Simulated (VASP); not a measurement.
Set up this calculation in VASP 6.6.1, as the native input.

```
Task                   : single point
Functional             : PBE
Dispersion             : D3(BJ)
Potentials or basis    : VASP PAW PBE potentials, release 64 (Hg)
Cutoff                 : 520 eV
k mesh                 : 15 × 15 × 8
Occupations            : gaussian, width 0.15 eV
Spin                   : no spin polarisation
Dipole correction      : no
Further INCAR settings : ALGO = Fast; EDIFF = 1e-06; NBANDS = 19
```

The structure of Hg lies in POSCAR:

```
Hg
1.0
    3.4081000000      0.0000000000      0.0000000000
   -1.7040500000      2.9515011786      0.0000000000
    0.0000000000      0.0000000000      5.2861746114
Hg
2
Direct
    0.6666666667      0.3333333333      0.7500000000
    0.3333333333      0.6666666667      0.2500000000
```

The input as run:

INCAR

```
PREC = Accurate ; ENCUT = 520
EDIFF = 1E-6 ; ISMEAR = 0
SIGMA = 0.15 ; LREAL = F
LASPH = T ; NELM = 60
ALGO = Fast ; ISIF = 2
LWAVE = F ; LCHARG = F
GGA = PE ; IVDW = 12
NBANDS = 19
```

KPOINTS

```
regular mesh
0
Gamma
  15 15 8
```

Potentials or basis: VASP PAW PBE potentials, release 64 (Hg).

The run is started by

```console
$ cat potpaw_PBE.64/Hg/POTCAR > POTCAR
$ mpirun -np 1 vasp_std > vasp.out
```

Results of the run:

| Item | Value |
| --- | --- |
| Pressure | -0.4 GPa |
| Band gap on the k mesh | zero (band 12 reaches 1.62 eV, above the bottom of band 13 at 0.99 eV) |
| Dispersion energy per atom | -0.394 eV |

Caveat: spin-orbit coupling is left out, which moves the levels of the heavy elements; pairwise dispersion overbinds metals, which lowers pressure and volume.

Wall time 3.7 min on 1 thread of AMD EPYC 7R13, on a shared host, peak memory 0.23 GiB.
